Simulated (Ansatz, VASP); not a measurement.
Two plane-wave programs on PtSe2

Contents of INCAR:

```
SYSTEM = PtSe2
PREC = Accurate
ENCUT = 400
EDIFF = 1E-6
ISMEAR = 0
SIGMA = 0.02
LREAL = .FALSE.
LASPH = .TRUE.
NELM = 120
ALGO = Normal
ISIF = 2
LWAVE = .FALSE.
LCHARG = .TRUE.
LDIPOL = .TRUE.
IDIPOL = 3
DIPOL = 0.5 0.5 0.500
GGA = PE
IVDW = 12
LELF = .TRUE.
LVHAR = .TRUE.
LVACPOTAV = .TRUE.
NBANDS = 18
GGA_COMPAT = .FALSE.
NELMDL = -8
```

Contents of KPOINTS:

```
Automatic mesh
0
G
  9 9 1
  0 0 0
```

Contents of POSCAR:

```
PtSe2
1.0
    3.8060000000      0.0000000000      0.0000000000
   -1.9030000000      3.2960926868      0.0000000000
    0.0000000000      0.0000000000     31.1212903780
Se Pt
2 1
Direct
    0.6666666667      0.3333333333      0.4596578424
    0.3333333333      0.6666666667      0.5403421576
    0.0000000000      0.0000000000      0.5000000000
```

Input for Ansatz:

```yaml
crystal:
  lattice:
    - [3.806, 0.0, 0.0]
    - [-1.903, 3.2960926868, 0.0]
    - [0.0, 0.0, 31.121290378]
  atoms:
    - { symbol: Se, position: [0.6666666667, 0.3333333333, 0.4596578424] }
    - { symbol: Pt, position: [0.0, 0.0, 0.5] }
    - { symbol: Se, position: [0.3333333333, 0.6666666667, 0.5403421576] }
  periodic: [true, true, false]
basis:
  ecutwfc: 420
kpoints:
  mp_grid: { grid: [9, 9, 1] }
hamiltonian:
  xc: pbe
  pseudopotentials: { kind: paw, azcp: { folder: soft_1 } }
  dispersion: d3bj
scf:
  occupations: { method: gaussian, width: 0.02 }
output:
  forces: true
  stress: true
  eigenvalues: true
  write_density: true
  write_potential: true
  elf: true
  volumetric_format: npy
```

Alike in both runs: task single point; functional PBE; dispersion D3(BJ); k mesh 9 × 9 × 1; occupations gaussian, width 0.02 eV; no spin polarisation.

|  | VASP | Ansatz |
| --- | --- | --- |
| version | VASP 6.6.1 | Ansatz 0.2.0 |
| potentials or method | VASP PAW PBE potentials, release 64 (Se, Pt), cutoff 400 eV | scalar-relativistic, plane waves, PAW |
| valence electrons in the cell | 22 | 50 |

Ansatz gave:

| Quantity | Value |
| --- | --- |
| gap on the k mesh at the Fermi level (eV) | 1.32 |
| least direct gap on the mesh (eV) | 1.33 |
| rms of the force components (eV/Å) | 0.077 |

Estimate VASP's values.

gap on the k mesh at the Fermi level (eV): 1.31; least direct gap on the mesh (eV): 1.32; rms of the force components (eV/Å): 0.077.

VASP's potentials hold 22 valence electrons a cell and Ansatz's 50, so a difference there can come from the potentials and not from the codes. Ansatz's warnings: xc potential rough in thin density.

Spin-orbit coupling is off throughout.
